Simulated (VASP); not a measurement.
# HC28 (a cell with a defect) in VASP: further runs

The runs below take HC28 (a cell with a defect) through single point, with PBE.

All numbers are computed with VASP 6.6.1; they aren't measurements. Logs are shortened: lines on timing, memory, paths and dates and some standing lists are left out, and cuts for length are marked.

### Step 1. The cell of the first run

The cell holds a defect, 29 atoms: a = 6.526 Å, b = 6.526 Å, c = 8.465 Å, α = 90.00°, β = 90.00°, γ = 120.00°.

### Step 2. Single point, PBE

INCAR reads:

```
PREC = Accurate
ENCUT = 520
EDIFF = 1E-6
ISMEAR = 0
SIGMA = 0.1
LREAL = Auto
LASPH = True
NELM = 80
ALGO = Fast
ISIF = 2
LWAVE = False
LCHARG = False
GGA = PE
NBANDS = 76
```

KPOINTS reads:

```
Automatic mesh
0
Gamma
  4 4 3
```

POSCAR reads:

```
HC28
1.0
    4.9330655670     -4.2721600996      0.0000000000
   -6.1663319588     -2.1360800497      0.0000000000
    0.0000000000      0.0000000000     -8.4654494173
C H
28 1
Direct
    0.6659870363      0.8371173903      0.7429724862
    0.2415819059      0.6934526733      0.7484408314
    0.8125908892      0.5446353128      0.7429607916
    0.3858177837      0.4081240583      0.7484456746
    0.9562562825      0.2638904216      0.7484437846
    0.5278880023      0.1218259303      0.7556154062
    0.1050771964     -0.0162810405      0.7429649260
    0.4684572550      0.8829484677      0.2539780104
    0.0399662649      0.7400367407      0.2538689790
    0.6111495764      0.5971214258      0.2538549218
    0.1827252191      0.4543638755      0.2539910044
    0.7541347521      0.3115092070      0.2539747028
    0.3255757796      0.1686332612      0.2539767110
   -0.1029564894      0.0259351732      0.2538561031
    0.4317170407      0.6474133236      0.7478475965
    1.0022947401      0.5000638452      0.7478406270
    0.5762888468      0.3597963395      0.7505492841
    0.1496485701      0.2179952713      0.7478468877
    0.7174594665      0.0734257567      0.7505509379
    0.2899165386      0.9322549179      0.7505478666
    0.8612222682      0.7884927295      0.7065867038
    0.4207586820      0.6448375132      0.2539495417
   -0.0077512548      0.5019187375      0.2539517861
    0.5636367033      0.3590721077      0.2539686783
    0.1351597294      0.2163266292      0.2539487148
    0.7065128989      0.0734489251      0.2539665520
    0.2780264416      0.9305758601      0.2539715134
    0.8493793543      0.7876963288      0.2538461804
    0.8611986848      0.7885075942      0.5731905964
```

Potentials or basis: VASP PAW PBE potentials, release 64 (C, H).

Launch:

```sh
> cat potpaw_PBE.64/C/POTCAR potpaw_PBE.64/H/POTCAR > POTCAR
> mpirun -np 1 vasp_std > vasp.out
```

OUTCAR:

```text
PREC = Accurate
   ENCUT = 520
   EDIFF = 1E-6
   ISMEAR = 0
   LREAL = Auto
   LASPH = True
   NELM = 80
   ISIF = 2
   GGA = PE

 ion  position               nearest neighbor table
   1  0.666  0.837  0.743-  19 1.41  15 1.41  21 1.49
   2  0.242  0.693  0.748-  15 1.42  20 1.43  16 1.44
   3  0.813  0.545  0.743-  17 1.41  16 1.41  21 1.49
   4  0.386  0.408  0.748-  18 1.42  17 1.43  15 1.44
   5  0.956  0.264  0.748-  16 1.42  19 1.43  18 1.44
   6  0.528  0.122  0.756-  17 1.42  20 1.42  19 1.42
[... 12 lines left out ...]
  19  0.717  0.073  0.751-   1 1.41   6 1.42   5 1.43
  20  0.290  0.932  0.751-   7 1.41   6 1.42   2 1.43
  21  0.861  0.788  0.707-  29 1.13   7 1.49   3 1.49   1 1.49
  22  0.421  0.645  0.254-  11 1.42  10 1.42   8 1.42
  23  0.992  0.502  0.254-  11 1.42   9 1.42  12 1.42
  24  0.564  0.359  0.254-  13 1.42  12 1.42  10 1.42
  25  0.135  0.216  0.254-  11 1.42  14 1.42  13 1.42
  26  0.707  0.073  0.254-  12 1.42   8 1.42  14 1.42
  27  0.278  0.931  0.254-   8 1.42  13 1.42   9 1.42
  28  0.849  0.788  0.254-  10 1.42  14 1.42   9 1.42
  29  0.861  0.789  0.573-  21 1.13

  LATTYP: Found a hexagonal cell.
 ALAT       =     6.5258323458
 C/A-ratio  =     1.2972214070

  Lattice vectors:

 A1 = (   4.9330655670,  -4.2721600996,   0.0000000000)
 A2 = (  -6.1663319588,  -2.1360800497,   0.0000000000)
 A3 = (   0.0000000000,   0.0000000000,  -8.4654494173)

Analysis of symmetry for initial positions (statically):
=====================================================================
 Subroutine PRICEL returns:
 Original cell was already a primitive cell.

 Routine SETGRP: Setting up the symmetry group for a
 hexagonal supercell.

 Subroutine GETGRP returns: Found  1 space group operations
 (whereof  1 operations were pure point group operations)
 out of a pool of 24 trial point group operations.

The static configuration has the point symmetry C_1 .

Analysis of symmetry for dynamics (positions and initial velocities):
=====================================================================
 Subroutine PRICEL returns:
 Original cell was already a primitive cell.

 Routine SETGRP: Setting up the symmetry group for a
 hexagonal supercell.

 Subroutine GETGRP returns: Found  1 space group operations
 (whereof  1 operations were pure point group operations)
 out of a pool of 24 trial point group operations.

The dynamic configuration has the point symmetry C_1 .
[... 152 lines left out ...]
   NELM   =     80;   NELMIN=  2; NELMDL= -5     # of ELM steps
   EDIFF  = 0.1E-05   stopping-criterion for ELM
   LREAL  =      T    real-space projection
   EDIFFG = 0.1E-04   stopping-criterion for IOM
   NSW    =      0    number of steps for IOM
[... 5 lines left out ...]
   TEBEG  =    0.0;   TEEND  =   0.0 temperature during run
   PSTRESS=    0.0 pullay stress
   NELECT =     113.0000    total number of electrons
   NUPDOWN=      -1.0000    fix difference up-down
   EMIN   =  10.00;   EMAX   =-10.00  energy-range for DOS
   EFERMI =   0.00;   METHOD = LEGACY
   ISMEAR =     0;   SIGMA  =   0.10  broadening in eV -4-tet -1-fermi 0-gaus
   EFERMI_NEDOS =   21; number of points for ismear=-14 and -15
   IALGO  =     68    algorithm
   IMIX   =      4    mixing-type and parameters
     AMIX     =   0.40;   BMIX     =  1.00
     AMIX_MAG =   1.60;   BMIX_MAG =  1.00
  volume/ion in A,a.u.               =      10.77        72.65
  Fermi-wavevector in a.u.,A,eV,Ry     =   1.166676  2.204697 18.519328  1.361132
  Thomas-Fermi vector in A             =   2.303186
   LORBIT       =      0    0 simple, 1 ext, 2 COOP (PROOUT), +10 PAW based schemes
   GGA     = PE    functional components
   LHFCALC =     F    Hartree Fock is set to
   AEXX    =    0.0000 exact exchange contribution
   IVDW    =     0    specifies the selected vdW correction
   LEPSILON=     F    determine dielectric tensor
   LRPA    =     F    only Hartree local field effects (RPA)
 non-spin polarized calculation
 RMM-DIIS sequential band-by-band and
 Gauss-broadening in eV      SIGMA  =   0.10
  energy-cutoff  :      520.00
  volume of cell :      312.21
 maximum number of plane-waves:      8422
 NGX is ok and might be reduce to    50
   NGX = 25   NGY = 25   NGZ = 31

 number of electron     113.0000001 magnetization

 Free energy of the ion-electron system (eV)
  ---------------------------------------------------
  ext. energy  EPLUGINS =         0.00000000
  ---------------------------------------------------
  free energy    TOTEN  =      -260.20480996 eV

  energy without entropy =     -260.16956230  energy(sigma->0) =     -260.18718613

 E-fermi :   3.1703     XC(G=0):  -8.8319

 val. band max:        3.1272119996   @ k =   0.5000   0.0000   0.3333
 cond. band min:       3.2234621881   @ k =   0.2500   0.0000   0.0000
 fundamental gap:      0.0962501885
 Fermi energy:         3.1703427911

 k-point     1 :       0.0000    0.0000    0.0000
  band No.  band energies     occupation
      1     -16.7074      2.00000
      2     -16.4864      2.00000
      3     -13.4257      2.00000
      4     -13.4100      2.00000
      5     -13.4093      2.00000
      6     -13.4021      2.00000
[... 1693 lines left out ...]
     67       8.4642      0.00000
     68       8.6123      0.00000

 [... further k-points ...]

 [bands above 68 left out]

------------------------ aborting loop because EDIFF is reached ----------------------------------------

  FORCE on cell =-STRESS in cart. coord.  units (eV):
  Direction    XX          YY          ZZ          XY          YZ          ZX
  --------------------------------------------------------------------------------------
  -------------------------------------------------------------------------------------
  Total        4.0787239      4.0736400      0.1726984      0.0033778      0.0024586      0.0033020
  in kB       20.9306354     20.9045464      0.8862300      0.0173336      0.0126165      0.0169445
  external PRESSURE =      14.2404706 kB  Pullay stress =       0.0000000 kB

 VOLUME and BASIS-vectors are now :
 -----------------------------------------------------------------------------
  energy-cutoff  :      520.00
  volume of cell :      312.21
      direct lattice vectors                 reciprocal lattice vectors
     4.933065567 -4.272160100  0.000000000     0.057918202 -0.167195446  0.000000000
    -6.166331959 -2.136080050  0.000000000    -0.115836403 -0.133756357  0.000000000
     0.000000000  0.000000000 -8.465449417     0.000000000  0.000000000 -0.118127219

 POSITION                                       TOTAL-FORCE (eV/Angst)
 -----------------------------------------------------------------------------------
     -1.87659     -4.63335     -6.28960         0.004001     -0.010538     -0.004755
     -3.08432     -2.51335     -6.33589        -0.010856      0.006553      0.001782
      0.65016     -4.63490     -6.28950        -0.003978     -0.001806     -0.005685
     -0.61336     -2.52006     -6.33593         0.003454      0.002226      0.002728
      3.09004     -4.64897     -6.33591         0.003544     -0.000737     -0.004669
      1.85289     -2.51545     -6.39662         0.001742      0.003439     -0.007632
[... 21 lines left out ...]
     -0.66715     -5.31127     -2.14892         0.000846      0.006528      0.003831
     -0.61385     -5.36349     -4.85232         0.000596     -0.000507      0.021303
 -----------------------------------------------------------------------------------
    total drift:                                0.003142      0.006254     -0.005046

  FREE ENERGIE OF THE ION-ELECTRON SYSTEM (eV)
  ---------------------------------------------------
  free  energy   TOTEN  =      -260.2048099571 eV

  energy  without entropy=     -260.1695623034  energy(sigma->0) =     -260.18718613
```

OSZICAR:

```text
N       E                     dE             d eps       ncg     rms          rms(c)
DAV:   1     0.559635369440E+03    0.55964E+03   -0.55719E+04  3968   0.135E+03
DAV:   2    -0.220340437064E+03   -0.77998E+03   -0.73999E+03  4964   0.297E+02
DAV:   3    -0.276742232662E+03   -0.56402E+02   -0.55757E+02  4752   0.810E+01
DAV:   4    -0.278044592892E+03   -0.13024E+01   -0.12984E+01  5080   0.135E+01
DAV:   5    -0.278088362415E+03   -0.43770E-01   -0.43737E-01  5272   0.225E+00    0.237E+01
RMM:   6    -0.264539893004E+03    0.13548E+02   -0.12252E+01  4126   0.103E+01    0.138E+01
RMM:   7    -0.260058464826E+03    0.44814E+01   -0.23534E+01  4535   0.144E+01    0.374E+00
RMM:   8    -0.260200297355E+03   -0.14183E+00   -0.14065E+00  4473   0.429E+00    0.897E-01
RMM:   9    -0.260195081674E+03    0.52157E-02   -0.31909E-01  4751   0.198E+00    0.186E-01
RMM:  10    -0.260202498895E+03   -0.74172E-02   -0.73143E-02  4892   0.990E-01    0.115E-01
RMM:  11    -0.260204406928E+03   -0.19080E-02   -0.17923E-02  5238   0.447E-01    0.463E-02
RMM:  12    -0.260204719461E+03   -0.31253E-03   -0.28763E-03  5158   0.171E-01    0.306E-02
RMM:  13    -0.260204793221E+03   -0.73760E-04   -0.44201E-04  4852   0.689E-02    0.105E-02
RMM:  14    -0.260204802707E+03   -0.94864E-05   -0.13863E-04  4866   0.362E-02    0.733E-03
RMM:  15    -0.260204808110E+03   -0.54026E-05   -0.31194E-05  4679   0.187E-02    0.390E-03
RMM:  16    -0.260204809784E+03   -0.16740E-05   -0.10354E-05  4485   0.100E-02    0.201E-03
RMM:  17    -0.260204809957E+03   -0.17316E-06   -0.19031E-06  3185   0.448E-03
   1 F= -.26020481E+03 E0= -.26018719E+03  d E =-.352477E-01
```

Wall time 19 min (1 thread of Oxide Virtual Turin-like, shared host); peak memory 0.57 GiB.

What came out:

```yaml
Free_energy: -260.2048 eV
Pressure: 1.4 GPa
Largest_force: 0.021 eV/Å
Band_gap_on_the_k_mesh: zero (an odd number of electrons rules out a gap without spin polarisation)
```

Forces in eV/Å, atoms in the order of the input:
```
C    0.004 -0.011 -0.005
C   -0.011  0.007  0.002
C   -0.004 -0.002 -0.006
C    0.003  0.002  0.003
C    0.004 -0.001 -0.005
C    0.002  0.003 -0.008
C   -0.002  0.014 -0.006
C    0.004  0.004  0.005
C   -0.001  0.000  0.004
C    0.002 -0.004  0.004
C   -0.001 -0.002  0.006
C   -0.004 -0.003  0.004
C    0.005  0.002  0.004
C    0.006 -0.004  0.003
C   -0.005  0.009 -0.001
C    0.001 -0.008 -0.005
C    0.002 -0.002 -0.001
C   -0.005  0.000  0.000
C   -0.005 -0.007 -0.007
C    0.009  0.000 -0.010
C    0.003  0.002 -0.014
C    0.000  0.001  0.002
C    0.007 -0.002  0.002
C   -0.001  0.002  0.001
C   -0.004 -0.002  0.003
C   -0.003  0.000 -0.005
C   -0.008 -0.005  0.002
C    0.001  0.007  0.004
H    0.001 -0.001  0.021
```

Stress tensor (GPa, compression positive):
```
2.09 0.00 0.00
0.00 2.09 0.00
0.00 0.00 0.09
```

### Step 3. Single point, PBE

INCAR reads:

```
SYSTEM = HC28
PREC = Accurate
ENCUT = 520
EDIFF = 1E-6
ISMEAR = 0
SIGMA = 0.1
LREAL = Auto
LASPH = .TRUE.
NELM = 60
ALGO = Fast
ISIF = 2
LWAVE = .FALSE.
LCHARG = .FALSE.
GGA = PE
NBANDS = 76
```

KPOINTS reads:

```
regular mesh
0
G
  4 4 3
  0 0 0
```

POSCAR reads:

```
HC28
1.0
    4.9330655670     -4.2721600996      0.0000000000
   -6.1663319588     -2.1360800497      0.0000000000
    0.0000000000      0.0000000000     -8.4654494173
C H
28 1
Direct
    0.6610229078      0.8377913125      0.7400911270
    0.2325517626      0.6948703251      0.7399112193
    0.8039465493      0.5518616355      0.7400848663
    0.3754319472      0.4091942225      0.7399128730
    0.9468674810      0.2663044056      0.7399081480
    0.5182864079      0.1234544033      0.7399017691
    0.0898776085     -0.0192748080      0.7400895914
    0.4811077896      0.8785904339      0.2573055360
    0.0567058512      0.7349188646      0.2626872940
    0.6175967169      0.5883089206      0.2626698112
    0.1948028097      0.4502187121      0.2502138865
    0.7664306280      0.3081516781      0.2573141593
    0.3368672236      0.1639083183      0.2573064810
   -0.0899020288      0.0274202554      0.2626790251
    0.4229897774      0.6472519373      0.7399239770
    0.9944946813      0.5043568023      0.7399252764
    0.5658315314      0.3614771406      0.7399564620
    0.1373783539      0.2187631863      0.7399266939
    0.7087587916      0.0758978908      0.7399531544
    0.2802568061      0.9329819151      0.7399574070
    0.8516088433      0.7901294147      0.7401140437
    0.4327641184      0.6397940944      0.2552091323
    0.0052290530      0.4986052132      0.2552215356
    0.5730327654      0.3540336814      0.2578879032
    0.1464193995      0.2122588448      0.2552156293
    0.7203883216      0.0719878247      0.2578918014
    0.2909840722      0.9246270790      0.2578902658
    0.8614698934      0.7835477396      0.2987848459
    0.8614213770      0.7835483340      0.4321569736
```

Potentials or basis: VASP PAW PBE potentials, release 64 (C, H).

Launch:

```sh
> cat potpaw_PBE.64/C/POTCAR potpaw_PBE.64/H/POTCAR > POTCAR
> mpirun -np 1 vasp_std > vasp.out
```

Wall time 24 min (1 thread of Oxide Virtual Turin-like, shared host); peak memory 0.59 GiB.

The run converged. Its results:

| Property | Result |
| --- | --- |
| Free energy | -260.1968 eV |
| Pressure | 1.5 GPa |
| Largest force | 0.022 eV/Å |
| Band gap on the k mesh | zero (an odd number of electrons rules out a gap without spin polarisation) |

Forces on the atoms (eV/Å):
```
C   -0.007  0.000 -0.015
C    0.004 -0.003 -0.008
C   -0.002  0.005 -0.010
C    0.001 -0.003 -0.007
C    0.001  0.001 -0.006
C    0.003  0.002 -0.008
C   -0.002  0.000 -0.012
C   -0.011 -0.005  0.009
C   -0.009  0.002  0.013
C    0.005 -0.016  0.014
C   -0.007 -0.007  0.010
C    0.000  0.001  0.006
C    0.011 -0.004  0.009
C    0.004  0.014  0.017
C    0.001  0.006 -0.008
C    0.003  0.002 -0.008
C   -0.003  0.002 -0.006
C    0.004 -0.007 -0.013
C    0.000 -0.002 -0.009
C   -0.003 -0.002 -0.005
C   -0.003  0.001 -0.015
C    0.000 -0.001  0.011
C   -0.006  0.005  0.011
C    0.005 -0.003  0.008
C    0.009  0.000  0.004
C    0.001  0.006  0.009
C   -0.001  0.001  0.008
C    0.001  0.003  0.021
H    0.001  0.000 -0.021
```

Stress tensor (GPa, compression positive):
```
2.12 0.00 0.00
0.00 2.12 0.00
0.00 0.00 0.16
```

Levels at points of the mesh, in eV from the Fermi level:
```
           k point  band 55  band 56  band 57  band 58  band 59  band 60
(0.00, 0.00, 0.00)    -3.02    -3.02     0.20     2.94     3.55     3.56
(0.50, 0.00, 0.00)    -1.94    -1.69    -0.06     1.05     1.09     1.24
(0.00, 0.50, 0.00)    -1.94    -1.69    -0.06     1.06     1.09     1.26
(0.50, 0.50, 0.00)    -1.94    -1.68    -0.06     1.05     1.09     1.27
```

### Step 4. Single point, PBE

INCAR reads:

```
PREC     = Accurate       # precision mode
ENCUT    = 520            # plane-wave cutoff, eV
EDIFF    = 1E-6           # SCF threshold, eV
ISMEAR   = 0              # smearing method
SIGMA    = 0.1            # smearing width, eV
LREAL    = Auto         
LASPH    = True           # aspherical terms in the spheres
NELM     = 100            # most SCF steps
ALGO     = Fast           # electronic algorithm
ISIF     = 2              # what is computed and relaxed
LWAVE    = False          # write WAVECAR
LCHARG   = False          # write CHGCAR
GGA      = PE             # functional
NBANDS   = 76             # bands
```

KPOINTS reads:

```
regular mesh
0
Gamma
  4 4 3
```

POSCAR reads:

```
HC28
1.0
    4.9330655670     -4.2721600996      0.0000000000
   -6.1663319588     -2.1360800497      0.0000000000
    0.0000000000      0.0000000000     -8.4654494173
C H
28 1
Direct
    0.5715890233      0.8571285433      0.7500114509
    0.1430967862      0.7142380362      0.7500991013
    0.7144290321      0.5713619185      0.7500927224
    0.2859142897      0.4285435743      0.7499939681
    0.8573288739      0.2856324569      0.7500525592
    0.4288230911      0.1428636069      0.7500505510
    0.0002228329      0.0000323125      0.7500778384
    0.5669980106      0.8578577018      0.2397606908
    0.1425499143      0.7141459628      0.2453769313
    0.7034666689      0.5675834881      0.2453765769
    0.2806514058      0.4294273814      0.2325072070
    0.8522948879      0.2874015827      0.2397830168
    0.4227226703      0.1431145218      0.2398073510
   -0.0040208494      0.0066564510      0.2453561409
    0.3335702716      0.6666254831      0.7500060170
    0.9049485763      0.5237265336      0.7500879973
    0.4763377215      0.3808831941      0.7500217280
    0.0478299892      0.2381168387      0.7500076708
    0.6192499367      0.0952090390      0.7500448809
    0.1907349334      0.9523883845      0.7500791378
    0.7620658144      0.8095173374      0.7500633088
    0.5186486876      0.6190544083      0.2376470404
    0.0910571571      0.4778127331      0.2376249506
    0.6589329811      0.3333034312      0.2404160606
    0.2322681202      0.1914583700      0.2376631057
    0.8062615653      0.0512192934      0.2403831031
    0.3768399274      0.9038942612      0.2403841662
    0.9473353826      0.7627942491      0.2820647649
    0.9473734507      0.7628285957      0.4154364200
```

Launch:

```sh
> cat potpaw_PBE.64/C/POTCAR potpaw_PBE.64/H/POTCAR > POTCAR
> mpirun -np 1 vasp_std > vasp.out
```

Run time: 18 min. Hardware: 1 thread of Oxide Virtual Turin-like, shared host; peak memory 0.59 GiB.

The run converged. Its results:

```
Free energy            : -260.2101 eV
Pressure               : 1.4 GPa
Largest force          : 0.032 eV/Å
Band gap on the k mesh : zero (an odd number of electrons rules out a gap without spin polarisation)
```

Forces on the atoms (eV/Å):
```
C    0.005 -0.008 -0.002
C   -0.008  0.002  0.004
C   -0.002 -0.007  0.004
C    0.004  0.006 -0.001
C    0.005  0.005  0.001
C   -0.010  0.006  0.000
C   -0.001 -0.002  0.003
C   -0.006  0.005  0.001
C   -0.005  0.004  0.007
C    0.007 -0.004  0.002
C   -0.001 -0.004  0.008
C    0.000  0.007  0.002
C   -0.006 -0.005 -0.001
C    0.014  0.005  0.005
C    0.001 -0.001  0.001
C   -0.006  0.009  0.001
C    0.008 -0.001  0.001
C   -0.004 -0.009  0.000
C   -0.005 -0.007  0.001
C    0.005 -0.004  0.001
C   -0.001  0.009  0.001
C    0.001  0.002 -0.005
C   -0.004 -0.021 -0.006
C   -0.006  0.006  0.003
C   -0.002 -0.004  0.000
C    0.008  0.002  0.002
C    0.014  0.008 -0.001
C   -0.004  0.002  0.001
H   -0.001  0.001 -0.032
```

Stress tensor (GPa, compression positive):
```
 2.07  0.00  0.00
 0.00  2.06 -0.01
 0.00 -0.01  0.04
```

Levels at points of the mesh, in eV from the Fermi level:
| k point | band 55 | band 56 | band 57 | band 58 | band 59 | band 60 |
| --- | --- | --- | --- | --- | --- | --- |
| (0.00, 0.00, 0.00) | -3.00 | -3.00 | 0.18 | 2.95 | 3.62 | 3.62 |
| (0.50, 0.00, 0.00) | -1.90 | -1.67 | -0.05 | 1.12 | 1.14 | 1.31 |
| (0.00, 0.50, 0.00) | -1.90 | -1.67 | -0.05 | 1.13 | 1.14 | 1.32 |
| (0.50, 0.50, 0.00) | -1.90 | -1.67 | -0.05 | 1.12 | 1.14 | 1.32 |

### Step 5. Summary

| cell | gap on the mesh (eV) | pressure (GPa) | largest force (eV/Å) |
| --- | --- | --- | --- |
| as given, atomic positions A | none | 1.4 | 0.02 |
| as given, atomic positions B | none | 1.5 | 0.02 |
| as given, atomic positions C | none | 1.4 | 0.03 |

Alike in all rows: task single point; level PBE; potentials or basis VASP PAW PBE potentials, release 64 (C, H); no spin polarisation; k mesh 4 × 4 × 3; cutoff (eV) 520; smearing gaussian 0.1 eV.

Absolute energies hang on the potentials; compare differences alone.

The gap in the log of VASP goes by the Fermi energy; the results here count the filled bands.